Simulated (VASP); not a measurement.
# Li2Se (Fm-3m) in VASP: settings compared

The runs below take Li2Se through single point, with LDA, PBE, r2SCAN.

Everything below comes from runs of VASP 6.6.1. Logs are shortened: lines on timing, memory, paths and dates and some standing lists are left out, and cuts for length are marked.

### Step 1. The cell of the first run

Symmetry: Fm-3m, No. 225, cubic system. The conventional cell has a = 5.987 Å, b = 5.987 Å, c = 5.987 Å, α = 90.00°, β = 90.00°, γ = 90.00°. Within 3.4 Å of Li (site symmetry -43m) lie 4 Se at 2.59 Å and 6 Li at 2.99 Å. Within 3.4 Å of Se (site symmetry m-3m) lie 8 Li at 2.59 Å.

### Step 2. Single point, LDA

INCAR

```
SYSTEM = Li2Se
ALGO     = Normal         ! electronic algorithm
EDIFF    = 1E-6           ! SCF threshold, eV
ENCUT    = 750            ! plane-wave cutoff, eV
GGA      = CA             ! functional
GGA_COMPAT= .False.      
ISIF     = 2              ! what is computed and relaxed
ISMEAR   = 0              ! smearing method
LASPH    = .True.         ! aspherical terms in the spheres
LCHARG   = .False.        ! write CHGCAR
LREAL    = .False.        ! projectors in reciprocal space
LWAVE    = .False.        ! write WAVECAR
NBANDS   = 13             ! bands
NELM     = 120            ! most SCF steps
PREC     = Accurate       ! precision mode
SIGMA    = 0.01           ! smearing width, eV
```

KPOINTS

```
k-points
0
Gamma
  6 6 6
  0 0 0
```

POSCAR

```
Li2Se
1.0
    0.0000000000      2.9934588658      2.9934588658
    2.9934588658      0.0000000000      2.9934588658
    2.9934588658      2.9934588658      0.0000000000
Li Se
2 1
Direct
    0.2500000000      0.2500000000      0.2500000000
    0.7500000000      0.7500000000      0.7500000000
    0.0000000000      0.0000000000      0.0000000000
```

Potentials or basis: VASP PAW LDA potentials, release 64 (Li_sv, Se).

Run with:

```console
> cat potpaw_LDA.64/Li_sv/POTCAR potpaw_LDA.64/Se/POTCAR > POTCAR
> mpirun -np 1 vasp_std > vasp.out
```

OUTCAR:

```text
SYSTEM = Li2Se
   EDIFF = 1E-6
   ENCUT = 750
   GGA = CA
   ISIF = 2
   ISMEAR = 0
   LASPH = .True.
   LREAL = .False.
   NELM = 120
   PREC = Accurate

 ion  position               nearest neighbor table
   1  0.250  0.250  0.250-   3 2.59   3 2.59   3 2.59   3 2.59
   2  0.750  0.750  0.750-   3 2.59   3 2.59   3 2.59   3 2.59
   3  0.000  0.000  0.000-   2 2.59   2 2.59   2 2.59   1 2.59   1 2.59   1 2.59   2 2.59   1 2.59

  LATTYP: Found a face centered cubic cell.
 ALAT       =     5.9869177316

  Lattice vectors:

 A1 = (   0.0000000000,   2.9934588658,   2.9934588658)
 A2 = (   2.9934588658,   0.0000000000,   2.9934588658)
 A3 = (   2.9934588658,   2.9934588658,   0.0000000000)

Analysis of symmetry for initial positions (statically):
=====================================================================
 Subroutine PRICEL returns:
 Original cell was already a primitive cell.

 Routine SETGRP: Setting up the symmetry group for a
 face centered cubic supercell.

 Subroutine GETGRP returns: Found 48 space group operations
 (whereof 48 operations were pure point group operations)
 out of a pool of 48 trial point group operations.

The static configuration has the point symmetry O_h .

Analysis of symmetry for dynamics (positions and initial velocities):
=====================================================================
 Subroutine PRICEL returns:
 Original cell was already a primitive cell.

 Routine SETGRP: Setting up the symmetry group for a
 face centered cubic supercell.

 Subroutine GETGRP returns: Found 48 space group operations
 (whereof 48 operations were pure point group operations)
 out of a pool of 48 trial point group operations.

The dynamic configuration has the point symmetry O_h .

 Subroutine INISYM returns: Found 48 space group operations
 (whereof 48 operations are pure point group operations),
 and found     1 'primitive' translations

----------------------------------------------------------------------------------------

                                     Primitive cell

  volume of cell :      53.6475

  direct lattice vectors                    reciprocal lattice vectors
     0.000000000  2.993458866  2.993458866    -0.167030857  0.167030857  0.167030857
     2.993458866  0.000000000  2.993458866     0.167030857 -0.167030857  0.167030857
     2.993458866  2.993458866  0.000000000     0.167030857  0.167030857 -0.167030857

  length of vectors
[... 85 lines left out ...]
   PSTRESS=    0.0 pullay stress
   NELECT =      12.0000    total number of electrons
   NUPDOWN=      -1.0000    fix difference up-down
   EMIN   =  10.00;   EMAX   =-10.00  energy-range for DOS
   EFERMI =   0.00;   METHOD = LEGACY
   ISMEAR =     0;   SIGMA  =   0.01  broadening in eV -4-tet -1-fermi 0-gaus
   EFERMI_NEDOS =   21; number of points for ismear=-14 and -15
   IALGO  =     38    algorithm
   IMIX   =      4    mixing-type and parameters
     AMIX     =   0.40;   BMIX     =  1.00
     AMIX_MAG =   1.60;   BMIX_MAG =  1.00
  volume/ion in A,a.u.               =      17.88       120.68
  Fermi-wavevector in a.u.,A,eV,Ry     =   0.993769  1.877950 13.436789  0.987576
  Thomas-Fermi vector in A             =   2.125673
   LORBIT       =      0    0 simple, 1 ext, 2 COOP (PROOUT), +10 PAW based schemes
   GGA     = CA    functional components
   LHFCALC =     F    Hartree Fock is set to
   AEXX    =    0.0000 exact exchange contribution
   IVDW    =     0    specifies the selected vdW correction
   LEPSILON=     F    determine dielectric tensor
   LRPA    =     F    only Hartree local field effects (RPA)
 non-spin polarized calculation
 Gauss-broadening in eV      SIGMA  =   0.01
  energy-cutoff  :      750.00
  volume of cell :       53.65
 maximum number of plane-waves:      2529
 NGX is ok and might be reduce to    40
   NGX = 19   NGY = 19   NGZ = 19

 number of electron      12.0000002 magnetization

 Free energy of the ion-electron system (eV)
  ---------------------------------------------------
  ext. energy  EPLUGINS =         0.00000000
  ---------------------------------------------------
  free energy    TOTEN  =       -12.15183179 eV

  energy without entropy =      -12.15183179  energy(sigma->0) =      -12.15183179

 E-fermi :   1.0994     XC(G=0):  -8.5710

 val. band max:        1.0261828384   @ k =   0.0000   0.0000   0.0000
 cond. band min:       3.8269712974   @ k =   0.5000   0.5000   0.0000
 fundamental gap:      2.8007884590
 Fermi energy:         1.0993823194

 k-point     1 :       0.0000    0.0000    0.0000
  band No.  band energies     occupation
      1     -42.6819      2.00000
      2     -42.6538      2.00000
      3     -10.4171      2.00000
      4       1.0262      2.00000
      5       1.0262      2.00000
      6       1.0262      2.00000
      7       4.2697      0.00000
      8       6.5008      0.00000
      9       6.5008      0.00000
     10       6.5008      0.00000
     11      11.6154      0.00000
     12      11.6154      0.00000
     13      11.7637      0.00000
[... 226 lines left out ...]
  band No.  band energies     occupation
      1     -42.6695      2.00000
      2     -42.6648      2.00000
      3      -9.9368      2.00000
      4      -1.1047      2.00000
      5      -0.7198      2.00000
      6      -0.6979      2.00000
      7       5.1345      0.00000
      8       8.0197      0.00000
      9       8.4349      0.00000
     10      10.2175      0.00000
     11      11.5481      0.00000
     12      12.4214      0.00000
     13      12.8763      0.00000

------------------------ aborting loop because EDIFF is reached ----------------------------------------

  FORCE on cell =-STRESS in cart. coord.  units (eV):
  Direction    XX          YY          ZZ          XY          YZ          ZX
  --------------------------------------------------------------------------------------
  -------------------------------------------------------------------------------------
  Total       -0.7853554     -0.7853554     -0.7853554     -0.0000000      0.0000000      0.0000000
  in kB      -23.4545402    -23.4545402    -23.4545402     -0.0000000      0.0000000      0.0000000
  external PRESSURE =     -23.4545402 kB  Pullay stress =       0.0000000 kB

 VOLUME and BASIS-vectors are now :
 -----------------------------------------------------------------------------
  energy-cutoff  :      750.00
  volume of cell :       53.65
      direct lattice vectors                 reciprocal lattice vectors
     0.000000000  2.993458866  2.993458866    -0.167030857  0.167030857  0.167030857
     2.993458866  0.000000000  2.993458866     0.167030857 -0.167030857  0.167030857
     2.993458866  2.993458866  0.000000000     0.167030857  0.167030857 -0.167030857

 POSITION                                       TOTAL-FORCE (eV/Angst)
 -----------------------------------------------------------------------------------
      1.49673      1.49673      1.49673         0.000000      0.000000     -0.000000
      4.49019      4.49019      4.49019        -0.000000     -0.000000      0.000000
      0.00000      0.00000      0.00000        -0.000000      0.000000     -0.000000
 -----------------------------------------------------------------------------------
    total drift:                                0.000000     -0.000000      0.000000

  FREE ENERGIE OF THE ION-ELECTRON SYSTEM (eV)
  ---------------------------------------------------
  free  energy   TOTEN  =       -12.1518317937 eV

  energy  without entropy=      -12.1518317937  energy(sigma->0) =      -12.15183179
```

stdout:

```text
POSCAR found type information on POSCAR LiSe
 POSCAR found :  2 types and       3 ions
 scaLAPACK will be used
 LDA part: xc-table for (Slater(with rela. corr.)+CA(PZ))
 , standard interpolation
 POSCAR, INCAR and KPOINTS ok, starting setup
 FFT: planning ... GRIDC
 FFT: planning ... GRID_SOFT
 FFT: planning ... GRID
 WAVECAR not read
 entering main loop
```

It took 21 s on 1 thread of Intel Xeon 8259CL, shared host; peak memory 0.19 GiB.

What came out:

| Property | Result |
| --- | --- |
| Free energy | -12.1518 eV |
| Pressure | -2.3 GPa |
| Band gap on the k mesh | 2.80 eV (least direct gap 3.24 eV) |

### Step 3. Single point, PBE

INCAR

```
SYSTEM = Li2Se
  PREC = Accurate
  ENCUT = 750
  EDIFF = 1E-6
  ISMEAR = 0
  SIGMA = 0.01
  LREAL = .False.
  LASPH = .True.
  NELM = 120
  ALGO = Normal
  ISIF = 2
  LWAVE = .False.
  LCHARG = .True.
  GGA = PE
  LELF = .True.
  LVHAR = .True.
  NBANDS = 13
  GGA_COMPAT = .False.
```

KPOINTS

```
Automatic mesh
0
Gamma
  6 6 6
  0 0 0
```

POSCAR is that of step 2.

Potentials or basis: VASP PAW PBE potentials, release 64 (Li_sv, Se).

Run with:

```console
> cat potpaw_PBE.64/Li_sv/POTCAR potpaw_PBE.64/Se/POTCAR > POTCAR
> mpirun -np 1 vasp_std > vasp.out
```

OUTCAR:

```text
SYSTEM = Li2Se
   PREC = Accurate
   ENCUT = 750
   EDIFF = 1E-6
   ISMEAR = 0
   LREAL = .False.
   LASPH = .True.
   NELM = 120
   ISIF = 2
   GGA = PE

 ion  position               nearest neighbor table
   1  0.250  0.250  0.250-   3 2.59   3 2.59   3 2.59   3 2.59
   2  0.750  0.750  0.750-   3 2.59   3 2.59   3 2.59   3 2.59
   3  0.000  0.000  0.000-   2 2.59   2 2.59   2 2.59   1 2.59   1 2.59   1 2.59   2 2.59   1 2.59

  LATTYP: Found a face centered cubic cell.
 ALAT       =     5.9869177316

  Lattice vectors:

 A1 = (   0.0000000000,   2.9934588658,   2.9934588658)
 A2 = (   2.9934588658,   0.0000000000,   2.9934588658)
 A3 = (   2.9934588658,   2.9934588658,   0.0000000000)

Analysis of symmetry for initial positions (statically):
=====================================================================
 Subroutine PRICEL returns:
 Original cell was already a primitive cell.

 Routine SETGRP: Setting up the symmetry group for a
 face centered cubic supercell.

 Subroutine GETGRP returns: Found 48 space group operations
 (whereof 48 operations were pure point group operations)
 out of a pool of 48 trial point group operations.

The static configuration has the point symmetry O_h .

Analysis of symmetry for dynamics (positions and initial velocities):
=====================================================================
 Subroutine PRICEL returns:
 Original cell was already a primitive cell.

 Routine SETGRP: Setting up the symmetry group for a
 face centered cubic supercell.

 Subroutine GETGRP returns: Found 48 space group operations
 (whereof 48 operations were pure point group operations)
 out of a pool of 48 trial point group operations.

The dynamic configuration has the point symmetry O_h .

 Subroutine INISYM returns: Found 48 space group operations
 (whereof 48 operations are pure point group operations),
 and found     1 'primitive' translations

----------------------------------------------------------------------------------------

                                     Primitive cell

[... 115 lines left out ...]
 Gauss-broadening in eV      SIGMA  =   0.01
  energy-cutoff  :      750.00
  volume of cell :       53.65
 maximum number of plane-waves:      2529
 NGX is ok and might be reduce to    40
   NGX = 19   NGY = 19   NGZ = 19

 number of electron      12.0000003 magnetization

 Free energy of the ion-electron system (eV)
  ---------------------------------------------------
  ext. energy  EPLUGINS =         0.00000000
  ---------------------------------------------------
  free energy    TOTEN  =       -11.13000650 eV

  energy without entropy =      -11.13000650  energy(sigma->0) =      -11.13000650

 E-fermi :   1.2465     XC(G=0):  -8.2950

 val. band max:        1.0471909523   @ k =   0.0000   0.0000   0.0000
 cond. band min:       4.0147012122   @ k =   0.5000   0.5000   0.0000
 fundamental gap:      2.9675102600
 Fermi energy:         1.2465449408

 k-point     1 :       0.0000    0.0000    0.0000
  band No.  band energies     occupation
      1     -43.6502      2.00000
      2     -43.6255      2.00000
      3     -10.3659      2.00000
      4       1.0472      2.00000
      5       1.0472      2.00000
      6       1.0472      2.00000
      7       4.4685      0.00000
      8       6.6712      0.00000
      9       6.6712      0.00000
     10       6.6712      0.00000
     11      11.6544      0.00000
     12      11.6544      0.00000
     13      12.0025      0.00000
[... 226 lines left out ...]
  band No.  band energies     occupation
      1     -43.6394      2.00000
      2     -43.6352      2.00000
      3      -9.8770      2.00000
      4      -1.0695      2.00000
      5      -0.6560      2.00000
      6      -0.6529      2.00000
      7       5.3035      0.00000
      8       8.1168      0.00000
      9       8.6310      0.00000
     10      10.3394      0.00000
     11      11.7770      0.00000
     12      12.6500      0.00000
     13      13.0224      0.00000

------------------------ aborting loop because EDIFF is reached ----------------------------------------

  FORCE on cell =-STRESS in cart. coord.  units (eV):
  Direction    XX          YY          ZZ          XY          YZ          ZX
  --------------------------------------------------------------------------------------
  -------------------------------------------------------------------------------------
  Total        0.0911246      0.0911246      0.0911246      0.0000000      0.0000000     -0.0000000
  in kB        2.7214261      2.7214261      2.7214261      0.0000000      0.0000000     -0.0000000
  external PRESSURE =       2.7214261 kB  Pullay stress =       0.0000000 kB

 VOLUME and BASIS-vectors are now :
 -----------------------------------------------------------------------------
  energy-cutoff  :      750.00
  volume of cell :       53.65
      direct lattice vectors                 reciprocal lattice vectors
     0.000000000  2.993458866  2.993458866    -0.167030857  0.167030857  0.167030857
     2.993458866  0.000000000  2.993458866     0.167030857 -0.167030857  0.167030857
     2.993458866  2.993458866  0.000000000     0.167030857  0.167030857 -0.167030857

 POSITION                                       TOTAL-FORCE (eV/Angst)
 -----------------------------------------------------------------------------------
      1.49673      1.49673      1.49673         0.000000     -0.000000      0.000000
      4.49019      4.49019      4.49019        -0.000000      0.000000     -0.000000
      0.00000      0.00000      0.00000        -0.000000     -0.000000      0.000000
 -----------------------------------------------------------------------------------
    total drift:                                0.000000     -0.000000      0.000000

  FREE ENERGIE OF THE ION-ELECTRON SYSTEM (eV)
  ---------------------------------------------------
  free  energy   TOTEN  =       -11.1300064991 eV

  energy  without entropy=      -11.1300064991  energy(sigma->0) =      -11.13000650
```

OSZICAR:

```text
N       E                     dE             d eps       ncg     rms          rms(c)
DAV:   1     0.529789340736E+02    0.52979E+02   -0.66706E+03   416   0.116E+03
DAV:   2    -0.304492222146E+01   -0.56024E+02   -0.52496E+02   486   0.221E+02
DAV:   3    -0.111268368179E+02   -0.80819E+01   -0.80355E+01   796   0.500E+01
DAV:   4    -0.113053113061E+02   -0.17847E+00   -0.17841E+00   527   0.109E+01
DAV:   5    -0.113109070293E+02   -0.55957E-02   -0.55955E-02   654   0.148E+00    0.276E+00
DAV:   6    -0.111362004633E+02    0.17471E+00   -0.23549E-01   507   0.189E+00    0.170E+00
DAV:   7    -0.111217824349E+02    0.14418E-01   -0.11297E-01   563   0.145E+00    0.740E-01
DAV:   8    -0.111298113160E+02   -0.80289E-02   -0.18305E-02   531   0.741E-01    0.258E-01
DAV:   9    -0.111297368503E+02    0.74466E-04   -0.46542E-04   581   0.133E-01    0.193E-01
DAV:  10    -0.111299991232E+02   -0.26227E-03   -0.74303E-04   466   0.132E-01    0.767E-02
DAV:  11    -0.111300018914E+02   -0.27683E-05   -0.44049E-05   589   0.412E-02    0.248E-02
DAV:  12    -0.111300110622E+02   -0.91708E-05   -0.18989E-05   489   0.222E-02    0.331E-02
DAV:  13    -0.111300065997E+02    0.44625E-05   -0.34133E-06   511   0.116E-02    0.396E-03
DAV:  14    -0.111300064991E+02    0.10055E-06   -0.14171E-07   273   0.274E-03
   1 F= -.11130006E+02 E0= -.11130006E+02  d E =-.198007-176
```

stdout:

```text
POSCAR found type information on POSCAR LiSe
 POSCAR found :  2 types and       3 ions
 scaLAPACK will be used
 LDA part: xc-table for (Slater+PW92), standard interpolation
 POSCAR, INCAR and KPOINTS ok, starting setup
 FFT: planning ... GRIDC
 FFT: planning ... GRID_SOFT
 FFT: planning ... GRID
 WAVECAR not read
 entering main loop
```

It took 28 s on 1 thread of Intel Xeon 8259CL, shared host; peak memory 0.23 GiB.

What came out:

* Free energy: -11.1300 eV
* Pressure: 0.3 GPa
* Band gap on the k mesh: 2.97 eV (least direct gap 3.42 eV)

(Continued in part 2 of 2.)
